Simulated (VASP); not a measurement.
# BP in VASP: further runs

BP is run at these levels: PBE; tasks: single point.

All numbers are computed with VASP 6.6.1; they aren't measurements. Logs are shortened: lines on timing, memory, paths and dates and some standing lists are left out, and cuts for length are marked.

**1. The cell of the first run**

Symmetry: P4/mmm, No. 123, tetragonal system. The conventional cell has a = 2.916 Å, b = 2.916 Å, c = 2.549 Å, α = 90.00°, β = 90.00°, γ = 90.00°. B (site symmetry 4/mmm) has 4 P at 2.06 Å and 2 B at 2.55 Å within 2.7 Å. Within 2.7 Å of P (site symmetry 4/mmm) lie 4 B at 2.06 Å and 2 P at 2.55 Å.

**2. Single point, PBE**

INCAR reads:

```
SYSTEM = BP
PREC = Accurate
ENCUT = 520
EDIFF = 1E-6
ISMEAR = 0
SIGMA = 0.1
LREAL = .FALSE.
LASPH = .TRUE.
NELM = 80
ALGO = Normal
ISIF = 2
LWAVE = .FALSE.
LCHARG = .FALSE.
GGA = PE
NBANDS = 11
```

KPOINTS reads:

```
regular mesh
0
G
  6 6 6
  0 0 0
```

POSCAR reads:

```
BP
1.0
    2.9162445216      0.0000000000      0.0000000000
    0.0000000000      2.9162445216      0.0000000000
    0.0000000000      0.0000000000      2.5486535736
B P
1 1
Direct
    0.0000000000      0.0000000000      0.5000000000
    0.5000000000      0.5000000000      0.5000000000
```

Potentials or basis: VASP PAW PBE potentials, release 64 (B, P).

Run with:

```sh
cat potpaw_PBE.64/B/POTCAR potpaw_PBE.64/P/POTCAR > POTCAR
mpirun -np 1 vasp_std > vasp.out
```

OUTCAR:

```text
SYSTEM = BP
   PREC = Accurate
   ENCUT = 520
   EDIFF = 1E-6
   ISMEAR = 0
   LREAL = .FALSE.
   LASPH = .TRUE.
   NELM = 80
   ISIF = 2
   GGA = PE

 ion  position               nearest neighbor table
   1  0.000  0.000  0.500-   2 2.06   2 2.06   2 2.06   2 2.06
   2  0.500  0.500  0.500-   1 2.06   1 2.06   1 2.06   1 2.06

  LATTYP: Found a simple tetragonal cell.
 ALAT       =     2.9162445216
 C/A-ratio  =     0.8739505740

  Lattice vectors:

 A1 = (   2.9162445216,   0.0000000000,   0.0000000000)
 A2 = (   0.0000000000,   2.9162445216,   0.0000000000)
 A3 = (   0.0000000000,   0.0000000000,   2.5486535736)

Analysis of symmetry for initial positions (statically):
=====================================================================
 Subroutine PRICEL returns:
 Original cell was already a primitive cell.

 Routine SETGRP: Setting up the symmetry group for a
 simple tetragonal supercell.

 Subroutine GETGRP returns: Found 16 space group operations
 (whereof 16 operations were pure point group operations)
 out of a pool of 16 trial point group operations.

The static configuration has the point symmetry D_4h.

Analysis of symmetry for dynamics (positions and initial velocities):
=====================================================================
 Subroutine PRICEL returns:
 Original cell was already a primitive cell.

 Routine SETGRP: Setting up the symmetry group for a
 simple tetragonal supercell.

 Subroutine GETGRP returns: Found 16 space group operations
 (whereof 16 operations were pure point group operations)
 out of a pool of 16 trial point group operations.

The dynamic configuration has the point symmetry D_4h.

 Subroutine INISYM returns: Found 16 space group operations
 (whereof 16 operations are pure point group operations),
 and found     1 'primitive' translations

----------------------------------------------------------------------------------------

                                     Primitive cell

  volume of cell :      21.6750

  direct lattice vectors                    reciprocal lattice vectors
     2.916244522  0.000000000  0.000000000     0.342906774  0.000000000  0.000000000
     0.000000000  2.916244522  0.000000000     0.000000000  0.342906774  0.000000000
     0.000000000  0.000000000  2.548653574     0.000000000  0.000000000  0.392364035

  length of vectors
     2.916244522  2.916244522  2.548653574     0.342906774  0.342906774  0.392364035

  position of ions in fractional coordinates (direct lattice)
[... 82 lines left out ...]
   NSW    =      0    number of steps for IOM
   IBRION =     -1    ionic relax: 0-MD 1-quasi-New 2-CG
   NFREE  =      0    steps in history (QN), initial steepest desc. (CG)
   ISIF   =      2    stress and relaxation
   ISYM   =      2    0-nonsym 1-usesym 2-fastsym
   POTIM  = 0.5000    time-step for ionic-motion
   TEBEG  =    0.0;   TEEND  =   0.0 temperature during run
   PSTRESS=    0.0 pullay stress
   NELECT =       8.0000    total number of electrons
   NUPDOWN=      -1.0000    fix difference up-down
   EMIN   =  10.00;   EMAX   =-10.00  energy-range for DOS
   EFERMI =   0.00;   METHOD = LEGACY
   ISMEAR =     0;   SIGMA  =   0.10  broadening in eV -4-tet -1-fermi 0-gaus
   EFERMI_NEDOS =   21; number of points for ismear=-14 and -15
   IALGO  =     38    algorithm
   IMIX   =      4    mixing-type and parameters
     AMIX     =   0.40;   BMIX     =  1.00
     AMIX_MAG =   1.60;   BMIX_MAG =  1.00
  volume/ion in A,a.u.               =      10.84        73.13
  Fermi-wavevector in a.u.,A,eV,Ry     =   1.174317  2.219137 18.762705  1.379020
  Thomas-Fermi vector in A             =   2.310716
   LORBIT       =      0    0 simple, 1 ext, 2 COOP (PROOUT), +10 PAW based schemes
   GGA     = PE    functional components
   LHFCALC =     F    Hartree Fock is set to
   AEXX    =    0.0000 exact exchange contribution
   IVDW    =     0    specifies the selected vdW correction
   LEPSILON=     F    determine dielectric tensor
   LRPA    =     F    only Hartree local field effects (RPA)
 non-spin polarized calculation
 Gauss-broadening in eV      SIGMA  =   0.10
  energy-cutoff  :      520.00
  volume of cell :       21.67
 maximum number of plane-waves:       618
 NGX is ok and might be reduce to    24
   NGX = 11   NGY = 11   NGZ =  9

 number of electron       8.0000001 magnetization

 Free energy of the ion-electron system (eV)
  ---------------------------------------------------
  ext. energy  EPLUGINS =         0.00000000
  ---------------------------------------------------
  free energy    TOTEN  =       -10.55678638 eV

  energy without entropy =      -10.54951905  energy(sigma->0) =      -10.55315272

 E-fermi :   8.5846     XC(G=0): -11.5493

 val. band max:        8.5634142578   @ k =   0.3333   0.1667   0.1667
 cond. band min:       8.6574446015   @ k =   0.3333   0.0000   0.3333
 fundamental gap:      0.0940303437
 Fermi energy:         8.5846085295

 k-point     1 :       0.0000    0.0000    0.0000
  band No.  band energies     occupation
      1      -7.7104      2.00000
      2       5.6756      2.00000
      3       5.6756      2.00000
      4       9.0141      0.00000
      5      10.9495      0.00000
      6      12.3955      0.00000
      7      16.6884      0.00000
      8      19.9222      0.00000
      9      19.9493      0.00000
     10      19.9493      0.00000
     11      22.7596      0.00000
[... 309 lines left out ...]
 k-point    24 :       0.5000    0.0000    0.3333
  band No.  band energies     occupation
      1      -2.8681      2.00000
      2      -0.6314      2.00000
      3       5.3968      2.00000
      4       7.1188      2.00000
      5      10.3313      0.00000
      6      11.3812      0.00000
      7      15.0328      0.00000
      8      17.1195      0.00000
      9      21.9177      0.00000
     10      21.9930      0.00000
     11      24.3248      0.00000

 [... further k-points ...]
[... 5 lines left out ...]
  --------------------------------------------------------------------------------------
  -------------------------------------------------------------------------------------
  Total       -0.0218161     -0.0218161     -0.0407578      0.0000000      0.0000000      0.0000000
  in kB       -1.6126061     -1.6126061     -3.0127502      0.0000000      0.0000000      0.0000000
  external PRESSURE =      -2.0793208 kB  Pullay stress =       0.0000000 kB

 VOLUME and BASIS-vectors are now :
 -----------------------------------------------------------------------------
  energy-cutoff  :      520.00
  volume of cell :       21.67
      direct lattice vectors                 reciprocal lattice vectors
     2.916244522  0.000000000  0.000000000     0.342906774  0.000000000  0.000000000
     0.000000000  2.916244522  0.000000000     0.000000000  0.342906774  0.000000000
     0.000000000  0.000000000  2.548653574     0.000000000  0.000000000  0.392364035

 POSITION                                       TOTAL-FORCE (eV/Angst)
 -----------------------------------------------------------------------------------
      0.00000      0.00000      1.27433         0.000000      0.000000      0.000000
      1.45812      1.45812      1.27433         0.000000      0.000000      0.000000
 -----------------------------------------------------------------------------------
    total drift:                               -0.000000     -0.000000     -0.000000

  FREE ENERGIE OF THE ION-ELECTRON SYSTEM (eV)
  ---------------------------------------------------
  free  energy   TOTEN  =       -10.5567863826 eV

  energy  without entropy=      -10.5495190496  energy(sigma->0) =      -10.55315272
```

OSZICAR:

```text
N       E                     dE             d eps       ncg     rms          rms(c)
DAV:   1     0.103172221926E+02    0.10317E+02   -0.37732E+03   888   0.636E+02
DAV:   2    -0.101763241592E+02   -0.20494E+02   -0.19774E+02  1181   0.109E+02
DAV:   3    -0.107981991281E+02   -0.62187E+00   -0.61897E+00  1094   0.157E+01
DAV:   4    -0.108003127710E+02   -0.21136E-02   -0.21128E-02  1013   0.109E+00
DAV:   5    -0.108003205646E+02   -0.77937E-05   -0.77944E-05  1075   0.674E-02    0.639E+00
DAV:   6    -0.105750677781E+02    0.22525E+00   -0.76663E-01   948   0.331E+00    0.351E+00
DAV:   7    -0.105583322642E+02    0.16736E-01   -0.44923E-02  1053   0.126E+00    0.149E+00
DAV:   8    -0.105566926838E+02    0.16396E-02   -0.80765E-03   960   0.489E-01    0.145E-01
DAV:   9    -0.105567790070E+02   -0.86323E-04   -0.35794E-04  1060   0.125E-01    0.389E-02
DAV:  10    -0.105567842558E+02   -0.52487E-05   -0.32655E-05  1037   0.333E-02    0.171E-02
DAV:  11    -0.105567865066E+02   -0.22508E-05   -0.33248E-06   982   0.127E-02    0.388E-03
DAV:  12    -0.105567863826E+02    0.12397E-06   -0.18756E-07   518   0.250E-03
   1 F= -.10556786E+02 E0= -.10553153E+02  d E =-.726733E-02
```

stdout:

```text
POSCAR found type information on POSCAR B P
 POSCAR found :  2 types and       2 ions
 scaLAPACK will be used
 LDA part: xc-table for (Slater+PW92), standard interpolation
 POSCAR, INCAR and KPOINTS ok, starting setup
 FFT: planning ... GRIDC
 FFT: planning ... GRID_SOFT
 FFT: planning ... GRID
 WAVECAR not read
 entering main loop
```

It took 2.9 s on 1 thread of Intel Xeon 6975P-C (Granite Rapids), shared host; peak memory 0.13 GiB.

What came out:

```
Free energy            : -10.5568 eV
Pressure               : -0.2 GPa
Band gap on the k mesh : zero (band 4 reaches 11.73 eV, above the bottom of band 5 at 5.40 eV)
```

Levels at points of the mesh, in eV from the Fermi level:
```tsv
k point	band 1	band 2	band 3	band 4	band 5	band 6	band 7	band 8	band 9
(0.00, 0.00, 0.00)	-16.30	-2.91	-2.91	0.43	2.36	3.81	8.10	11.34	11.36
(0.50, 0.00, 0.00)	-13.46	-11.06	0.72	1.34	3.03	5.57	5.98	6.29	11.98
(0.50, 0.50, 0.00)	-10.25	-8.35	-8.35	-6.52	7.01	7.32	12.16	14.43	14.43
(0.00, 0.00, 0.50)	-12.89	-8.55	-1.04	-1.04	3.22	5.83	6.52	9.20	9.20
(0.50, 0.00, 0.50)	-10.16	-8.03	-5.46	-3.61	2.17	3.53	7.34	9.97	11.38
(0.50, 0.50, 0.50)	-6.19	-6.08	-6.08	-3.71	-3.18	-1.03	2.95	2.95	16.37
```

Caveat: the k points lie up to 0.41 Å⁻¹ apart.

**3. Single point, PBE**

This run uses another cell than the first one, of 13.29 Å³/atom, 1.226 times its volume.

INCAR reads:

```
PREC     = Accurate       # precision mode
ENCUT    = 520            # plane-wave cutoff, eV
EDIFF    = 1E-6           # SCF threshold, eV
ISMEAR   = 0              # smearing method
SIGMA    = 0.1            # smearing width, eV
LREAL    = F              # projectors in reciprocal space
LASPH    = T              # aspherical terms in the spheres
NELM     = 80             # most SCF steps
ALGO     = Normal         # electronic algorithm
ISIF     = 2              # what is computed and relaxed
LWAVE    = F              # write WAVECAR
LCHARG   = F              # write CHGCAR
GGA      = PE             # functional
NBANDS   = 11             # bands
```

KPOINTS reads:

```
regular mesh
0
Gamma
  8 8 4
```

POSCAR reads:

```
BP
1.0
    1.6735274100     -1.7463734800      0.0000000000
    1.6735274100      1.7463734800      0.0000000000
    0.0000000000      0.0000000000      4.5469156700
B P
1 1
Direct
    0.0000000000      0.0000000000      0.5000000000
    0.5000000000      0.5000000000      0.5000000000
```

Potentials or basis: VASP PAW PBE potentials, release 64 (B, P).

Run with:

```sh
cat potpaw_PBE.64/B/POTCAR potpaw_PBE.64/P/POTCAR > POTCAR
mpirun -np 1 vasp_std > vasp.out
```

OUTCAR:

```text
PREC = Accurate
   ENCUT = 520
   EDIFF = 1E-6
   ISMEAR = 0
   LREAL = F
   LASPH = T
   NELM = 80
   ISIF = 2
   GGA = PE

 ion  position               nearest neighbor table
   1  0.000  0.000  0.500-   2 1.67   2 1.67   2 1.75   2 1.75
   2  0.500  0.500  0.500-   1 1.67   1 1.67   1 1.75   1 1.75

  LATTYP: Found a base centered orthorhombic cell.
 ALAT       =     3.3470548200
 B/A-ratio  =     1.0435284594
 C/A-ratio  =     1.3584825808

  Lattice vectors:

 A1 = (   1.6735274100,  -1.7463734800,   0.0000000000)
[... 515 lines left out ...]
      7      14.5117      0.00000
      8      16.9991      0.00000
      9      17.6022      0.00000
     10      20.5026      0.00000
     11      22.6601      0.00000

 [... further k-points ...]
[... 5 lines left out ...]
  --------------------------------------------------------------------------------------
  -------------------------------------------------------------------------------------
  Total       26.8028088     19.1840947     -0.0581005     -0.0000000      0.0000000      0.0000000
  in kB     1615.7495312   1156.4717768     -3.5024657     -0.0000000      0.0000000      0.0000000
  external PRESSURE =     922.9062808 kB  Pullay stress =       0.0000000 kB

 VOLUME and BASIS-vectors are now :
 -----------------------------------------------------------------------------
  energy-cutoff  :      520.00
  volume of cell :       26.58
      direct lattice vectors                 reciprocal lattice vectors
     1.673527410 -1.746373480  0.000000000     0.298770129 -0.286307600  0.000000000
     1.673527410  1.746373480  0.000000000     0.298770129  0.286307600  0.000000000
     0.000000000  0.000000000  4.546915670     0.000000000  0.000000000  0.219929304

 POSITION                                       TOTAL-FORCE (eV/Angst)
 -----------------------------------------------------------------------------------
      0.00000      0.00000      2.27346        -0.000000     -0.000000      0.000000
      1.67353      0.00000      2.27346         0.000000      0.000000      0.000000
 -----------------------------------------------------------------------------------
    total drift:                               -0.000000      0.000000     -0.000000

  FREE ENERGIE OF THE ION-ELECTRON SYSTEM (eV)
  ---------------------------------------------------
  free  energy   TOTEN  =        -6.7780835824 eV

  energy  without entropy=       -6.7727873305  energy(sigma->0) =       -6.77543546
```

OSZICAR:

```text
N       E                     dE             d eps       ncg     rms          rms(c)
DAV:   1     0.244913423157E+02    0.24491E+02   -0.39215E+03  1402   0.620E+02
DAV:   2    -0.835201921180E+01   -0.32843E+02   -0.30973E+02  1795   0.130E+02
DAV:   3    -0.942189686185E+01   -0.10699E+01   -0.10540E+01  1777   0.210E+01
DAV:   4    -0.942928714793E+01   -0.73903E-02   -0.73886E-02  1716   0.205E+00
DAV:   5    -0.942936428628E+01   -0.77138E-04   -0.77138E-04  1826   0.202E-01    0.144E+01
DAV:   6    -0.704130037659E+01    0.23881E+01   -0.59177E+00  1571   0.103E+01    0.666E+00
DAV:   7    -0.679014544169E+01    0.25115E+00   -0.63873E-01  1619   0.408E+00    0.298E+00
DAV:   8    -0.677805630918E+01    0.12089E-01   -0.99156E-02  1620   0.160E+00    0.454E-01
DAV:   9    -0.677730905610E+01    0.74725E-03   -0.84216E-03  1566   0.494E-01    0.204E-01
DAV:  10    -0.677786870549E+01   -0.55965E-03   -0.86747E-04  1542   0.178E-01    0.110E-01
DAV:  11    -0.677807292077E+01   -0.20422E-03   -0.20502E-04  1545   0.836E-02    0.505E-02
DAV:  12    -0.677808315263E+01   -0.10232E-04   -0.57380E-05  1554   0.451E-02    0.929E-03
DAV:  13    -0.677808358239E+01   -0.42976E-06   -0.76086E-07  1588   0.597E-03
   1 F= -.67780836E+01 E0= -.67754355E+01  d E =-.529625E-02
```

Wall time 6.1 s (1 thread of Intel Xeon 6975P-C (Granite Rapids), shared host); peak memory 0.13 GiB.

What came out:

| Property | Result |
| --- | --- |
| Free energy | -6.7781 eV |
| Pressure | 92.3 GPa |
| Band gap on the k mesh | zero (band 4 reaches 6.79 eV, above the bottom of band 5 at 4.00 eV) |

Caveat: this functional lacks dispersion, which binds the layers, so the pressure and a relaxed spacing across them are unreliable.
